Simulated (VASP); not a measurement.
# GaN (I4mm) in VASP: single point with r2SCAN

Aim: the single point of GaN with r2SCAN.

All numbers are computed with VASP 6.6.1; they aren't measurements. Logs are shortened: lines on timing, memory, paths and dates and some standing lists are left out, and cuts for length are marked.

## Step 1: The cell of the first run

The structure is tetragonal, space group I4mm (No. 107). Conventional cell: a = 3.020 Å, b = 3.020 Å, c = 4.270 Å, α = 90.00°, β = 90.00°, γ = 90.00°. Ga (site symmetry 4mm) has 6 N at 1.91 to 2.36 Å within 2.5 Å. Within 2.5 Å of N (site symmetry 4mm) lie 6 Ga at 1.91 to 2.36 Å.

## Step 2: Single point, r2SCAN (atom 1 (Ga) moved by (-0.225, +0.000) A along y and z)

POSCAR

```
GaN
1.0
    0.0000000000      2.1352350000      2.1352350000
    2.1352350000      0.0000000000      2.1352350000
    2.1352350000      2.1352350000      0.0000000000
Ga N
1 1
Direct
   -0.0526874091      0.0526874091     -0.0526874091
    0.5000000000      0.5000000000      0.5000000000
```

INCAR.step1

```
SYSTEM = GaN
PREC = Accurate
ENCUT = 520
ISMEAR = 0
SIGMA = 0.05
LREAL = .False.
LASPH = .True.
NELM = 80
NBANDS = 16
GGA = PE
ALGO = Normal
EDIFF = 1E-4
LWAVE = .True.
LCHARG = .False.
```

INCAR.step2

```
SYSTEM = GaN
PREC = Accurate
ENCUT = 520
EDIFF = 1E-6
ISMEAR = 0
SIGMA = 0.05
LREAL = .False.
LASPH = .True.
NELM = 80
ALGO = Normal
ISIF = 2
LWAVE = .False.
LCHARG = .True.
METAGGA = R2SCAN
LMIXTAU = .True.
LELF = .True.
LVHAR = .True.
NBANDS = 16
ISTART = 1
```

KPOINTS

```
Automatic mesh
0
Gamma
  12 12 12
  0 0 0
```

Potentials or basis: VASP PAW PBE potentials, release 64 (Ga_d, N).

Started as:

```
$ cat potpaw_PBE.64/Ga_d/POTCAR potpaw_PBE.64/N/POTCAR > POTCAR
$ cp INCAR.step1 INCAR
$ mpirun -np 1 vasp_std > vasp.out
$ cp INCAR.step2 INCAR
$ mpirun -np 1 vasp_std > vasp.out
```

OUTCAR:

```text
SYSTEM = GaN
   PREC = Accurate
   ENCUT = 520
   EDIFF = 1E-6
   ISMEAR = 0
   LREAL = .False.
   LASPH = .True.
   NELM = 80
   ISIF = 2
   METAGGA = R2SCAN
   ISTART = 1

 ion  position               nearest neighbor table
   1  0.947  0.053  0.947-   2 1.91   2 2.15   2 2.15   2 2.15   2 2.15
   2  0.500  0.500  0.500-   1 1.91   1 2.15   1 2.15   1 2.15   1 2.15

  LATTYP: Found a face centered cubic cell.
 ALAT       =     4.2704700000

  Lattice vectors:

 A1 = (   0.0000000000,   2.1352350000,   2.1352350000)
 A2 = (   2.1352350000,   0.0000000000,   2.1352350000)
 A3 = (   2.1352350000,   2.1352350000,   0.0000000000)

Analysis of symmetry for initial positions (statically):
=====================================================================
 Subroutine PRICEL returns:
 Original cell was already a primitive cell.

 Routine SETGRP: Setting up the symmetry group for a
 face centered cubic supercell.

 Subroutine GETGRP returns: Found  8 space group operations
 (whereof  8 operations were pure point group operations)
 out of a pool of 48 trial point group operations.

The static configuration has the point symmetry C_4v.

Analysis of symmetry for dynamics (positions and initial velocities):
=====================================================================
 Subroutine PRICEL returns:
 Original cell was already a primitive cell.

 Routine SETGRP: Setting up the symmetry group for a
 face centered cubic supercell.

 Subroutine GETGRP returns: Found  8 space group operations
 (whereof  8 operations were pure point group operations)
 out of a pool of 48 trial point group operations.

The dynamic configuration has the point symmetry C_4v.

 Subroutine INISYM returns: Found  8 space group operations
 (whereof  8 operations are pure point group operations),
 and found     1 'primitive' translations

----------------------------------------------------------------------------------------

                                     Primitive cell

  volume of cell :      19.4700

  direct lattice vectors                    reciprocal lattice vectors
     0.000000000  2.135235000  2.135235000    -0.234166263  0.234166263  0.234166263
     2.135235000  0.000000000  2.135235000     0.234166263 -0.234166263  0.234166263
     2.135235000  2.135235000  0.000000000     0.234166263  0.234166263 -0.234166263

  length of vectors
     3.019678296  3.019678296  3.019678296     0.405587864  0.405587864  0.405587864

  position of ions in fractional coordinates (direct lattice)
     0.947312591  0.052687409  0.947312591
     0.500000000  0.500000000  0.500000000

  ion indices of the primitive-cell ions
   primitive index   ion index
                 1           1
                 2           2

----------------------------------------------------------------------------------------

 KPOINTS: Automatic mesh

Automatic generation of k-mesh.
 Grid dimensions read from file:
 generate k-points for:   12   12   12

 Generating k-lattice:

  Cartesian coordinates                     Fractional coordinates (reciprocal lattice)
    -0.019513855  0.019513855  0.019513855     0.083333333  0.000000000  0.000000000
     0.019513855 -0.019513855  0.019513855     0.000000000  0.083333333  0.000000000
     0.019513855  0.019513855 -0.019513855     0.000000000  0.000000000  0.083333333

  Length of vectors
     0.033798989  0.033798989  0.033798989

  Shift w.r.t. Gamma in fractional coordinates (k-lattice)
     0.000000000  0.000000000  0.000000000

 Subroutine IBZKPT returns following result:
 ===========================================

 Found    163 irreducible k-points:

 Following reciprocal coordinates:
            Coordinates               Weight
  0.000000  0.000000  0.000000      1.000000
  0.083333  0.000000  0.000000      8.000000
  0.166667  0.000000  0.000000      8.000000
  0.250000  0.000000  0.000000      8.000000
  0.333333  0.000000  0.000000      8.000000
  0.416667  0.000000  0.000000      8.000000
[... 16 lines left out ...]
  0.083333  0.000000 -0.333333      8.000000
 -0.250000  0.083333  0.000000     16.000000
 [... further k-points ...]
   k-points           NKPTS =    163   k-points in BZ     NKDIM =    163   number of bands    NBANDS=     16
   number of dos      NEDOS =    301   number of ions     NIONS =      2
   total plane-waves  NPLWV =  13824
   dimension x,y,z NGX =    24 NGY =   24 NGZ =   24
   dimension x,y,z NGXF=    48 NGYF=   48 NGZF=   48
   ions per type =               1   1
   NGX,Y,Z   is equivalent  to a cutoff of  13.21, 13.21, 13.21 a.u.
   NGXF,Y,Z  is equivalent  to a cutoff of  26.43, 26.43, 26.43 a.u.
 SYSTEM =  GaN
   PREC   = accura    normal or accurate (medium, high low for compatibility)
   ISTART =      1    job   : 0-new  1-cont  2-samecut
   ICHARG =      0    charge: 1-file 2-atom 10-const
   ISPIN  =      1    spin polarized calculation?
   LNONCOLLINEAR =      F non collinear calculations
   LSORBIT =      F    spin-orbit coupling
   LASPH  =      T    aspherical Exc in radial PAW
   ENCUT  =  520.0 eV  38.22 Ry    6.18 a.u.   5.61  5.61  5.61*2*pi/ulx,y,z
   NELM   =     80;   NELMIN=  2; NELMDL=  0     # of ELM steps
   EDIFF  = 0.1E-05   stopping-criterion for ELM
   LREAL  =      F    real-space projection
   EDIFFG = 0.1E-04   stopping-criterion for IOM
   NSW    =      0    number of steps for IOM
   IBRION =     -1    ionic relax: 0-MD 1-quasi-New 2-CG
   NFREE  =      0    steps in history (QN), initial steepest desc. (CG)
   ISIF   =      2    stress and relaxation
   ISYM   =      2    0-nonsym 1-usesym 2-fastsym
   POTIM  = 0.5000    time-step for ionic-motion
   TEBEG  =    0.0;   TEEND  =   0.0 temperature during run
   PSTRESS=    0.0 pullay stress
   NELECT =      18.0000    total number of electrons
   NUPDOWN=      -1.0000    fix difference up-down
   EMIN   =  10.00;   EMAX   =-10.00  energy-range for DOS
   EFERMI =   0.00;   METHOD = LEGACY
   ISMEAR =     0;   SIGMA  =   0.05  broadening in eV -4-tet -1-fermi 0-gaus
   EFERMI_NEDOS =   21; number of points for ismear=-14 and -15
   IALGO  =     38    algorithm
   IMIX   =      4    mixing-type and parameters
     AMIX     =   0.40;   BMIX     =  1.00
     AMIX_MAG =   1.60;   BMIX_MAG =  1.00
  volume/ion in A,a.u.               =       9.74        65.70
  Fermi-wavevector in a.u.,A,eV,Ry     =   1.594814  3.013761 34.605481  2.543431
  Thomas-Fermi vector in A             =   2.692830
   LORBIT       =      0    0 simple, 1 ext, 2 COOP (PROOUT), +10 PAW based schemes
   METAGGA = R2SCAN    functional components
   LHFCALC =     F    Hartree Fock is set to
   AEXX    =    0.0000 exact exchange contribution
   IVDW    =     0    specifies the selected vdW correction
   LEPSILON=     F    determine dielectric tensor
   LRPA    =     F    only Hartree local field effects (RPA)
 non-spin polarized calculation
 Gauss-broadening in eV      SIGMA  =   0.05
  energy-cutoff  :      520.00
  volume of cell :       19.47
 maximum number of plane-waves:       544
   NGX = 11   NGY = 11   NGZ = 11

 number of electron      17.9999996 magnetization

 Free energy of the ion-electron system (eV)
  ---------------------------------------------------
  ext. energy  EPLUGINS =         0.00000000
  ---------------------------------------------------
  free energy    TOTEN  =       -20.87948342 eV

  energy without entropy =      -20.87948342  energy(sigma->0) =      -20.87948342

 E-fermi :   7.5360     XC(G=0): -13.9461

 val. band max:        7.2775841562   @ k =   0.1667   0.0000  -0.1667
 cond. band min:       8.1844275922   @ k =   0.5000   0.5000   0.0000
 fundamental gap:      0.9068434360
 Fermi energy:         7.5359846587

 k-point     1 :       0.0000    0.0000    0.0000
  band No.  band energies     occupation
      1     -10.5554      2.00000
      2      -7.1377      2.00000
      3      -7.1376      2.00000
      4      -7.1178      2.00000
      5      -7.1173      2.00000
      6      -7.0528      2.00000
[... 8 lines left out ...]
     15      24.3620      0.00000
     16      24.6043      0.00000

 k-point     2 :       0.0833    0.0000    0.0000
  band No.  band energies     occupation
      1     -10.4278      2.00000
      2      -7.1497      2.00000
      3      -7.1321      2.00000
      4      -7.1186      2.00000
      5      -7.1063      2.00000
      6      -7.0593      2.00000
[... 8 lines left out ...]
     15      24.3079      0.00000
     16      24.4936      0.00000

 k-point     3 :       0.1667    0.0000    0.0000
  band No.  band energies     occupation
      1     -10.0575      2.00000
      2      -7.1840      2.00000
      3      -7.1408      2.00000
      4      -7.1204      2.00000
      5      -7.0713      2.00000
      6      -7.0528      2.00000
[... 8 lines left out ...]
     15      24.5815      0.00000
     16      24.7926      0.00000

 k-point     4 :       0.2500    0.0000    0.0000
  band No.  band energies     occupation
      1      -9.4900      2.00000
      2      -7.2277      2.00000
      3      -7.1836      2.00000
      4      -7.1117      2.00000
      5      -7.0212      2.00000
      6      -7.0125      2.00000
[... 8 lines left out ...]
     15      25.7270      0.00000
     16      25.8450      0.00000
[... 324 lines left out ...]
 k-point    22 :      -0.3333    0.0833    0.0000
  band No.  band energies     occupation
      1      -8.6288      2.00000
      2      -7.2617      2.00000
      3      -7.2457      2.00000
      4      -7.0582      2.00000
      5      -6.9745      2.00000
      6      -6.8065      2.00000
[... 8 lines left out ...]
     15      27.0796      0.00000
     16      29.1918      0.00000

 k-point    23 :       0.0833    0.0000   -0.3333
  band No.  band energies     occupation
      1      -8.6523      2.00000
      2      -7.2495      2.00000
      3      -7.2474      2.00000
      4      -7.0585      2.00000
      5      -6.9691      2.00000
      6      -6.7878      2.00000
[... 8 lines left out ...]
     15      26.9615      0.00000
     16      29.4504      0.00000

 k-point    24 :      -0.2500    0.0833    0.0000
  band No.  band energies     occupation
      1      -9.2081      2.00000
      2      -7.2335      2.00000
      3      -7.1975      2.00000
      4      -7.1166      2.00000
      5      -7.0244      2.00000
      6      -6.9279      2.00000
[... 8 lines left out ...]
     15      25.4914      0.00000
     16      27.6763      0.00000

 [... further k-points ...]
[... 5 lines left out ...]
  --------------------------------------------------------------------------------------
  -------------------------------------------------------------------------------------
  Total       -1.0973890      1.7044573     -1.0973890     -0.0000000      0.0000000      0.0000000
  in kB      -90.3034068    140.2586595    -90.3034068     -0.0000000      0.0000000      0.0000000
  external PRESSURE =     -13.4493847 kB  Pullay stress =       0.0000000 kB

 VOLUME and BASIS-vectors are now :
 -----------------------------------------------------------------------------
  energy-cutoff  :      520.00
  volume of cell :       19.47
      direct lattice vectors                 reciprocal lattice vectors
     0.000000000  2.135235000  2.135235000    -0.234166263  0.234166263  0.234166263
     2.135235000  0.000000000  2.135235000     0.234166263 -0.234166263  0.234166263
     2.135235000  2.135235000  0.000000000     0.234166263  0.234166263 -0.234166263

 POSITION                                       TOTAL-FORCE (eV/Angst)
 -----------------------------------------------------------------------------------
      2.13524      4.04547      2.13524         0.000000      1.017901      0.000000
      2.13524      2.13524      2.13524         0.000000     -1.017901      0.000000
 -----------------------------------------------------------------------------------
    total drift:                               -0.000028     -0.009131     -0.000028

  FREE ENERGIE OF THE ION-ELECTRON SYSTEM (eV)
  ---------------------------------------------------
  free  energy   TOTEN  =       -20.8794834211 eV

  energy  without entropy=      -20.8794834211  energy(sigma->0) =      -20.87948342
```

Wall time 3.6 min (1 thread of Intel Xeon 8259CL, shared host); peak memory 0.18 GiB.

What came out:

```
Free energy            : -20.8795 eV
Pressure               : -1.3 GPa
Largest force          : 1.018 eV/Å
Band gap on the k mesh : 0.91 eV (least direct gap 2.78 eV)
```

Forces on the atoms (eV/Å):
```
Ga   0.000  1.018  0.000
N    0.000 -1.018  0.000
```

Levels at points of the mesh, in eV from the valence-band top:
| k point | band 6 | band 7 | band 8 | band 9 | band 10 | band 11 | band 12 | band 13 |
| --- | --- | --- | --- | --- | --- | --- | --- | --- |
| (0.00, 0.00, 0.00) | -14.33 | -0.56 | -0.41 | -0.41 | 2.38 | 14.35 | 14.35 | 15.25 |
| (0.50, 0.00, 0.00) | -14.06 | -8.18 | -0.40 | -0.24 | 5.31 | 9.13 | 9.70 | 10.72 |
| (0.50, 0.50, 0.00) | -11.70 | -6.99 | -3.02 | -2.85 | 0.91 | 8.03 | 12.72 | 15.57 |
| (0.50, 0.00, 0.50) | -11.65 | -7.10 | -3.02 | -3.02 | 1.01 | 8.46 | 12.88 | 15.30 |

Caveat: the cell differs from its parent crystal (atom 1 (Ga) moved by (-0.225, +0.000) A along y and z); the PAW data sets were made with another functional, which shifts forces and pressure a little. A k mesh can miss the band edges.
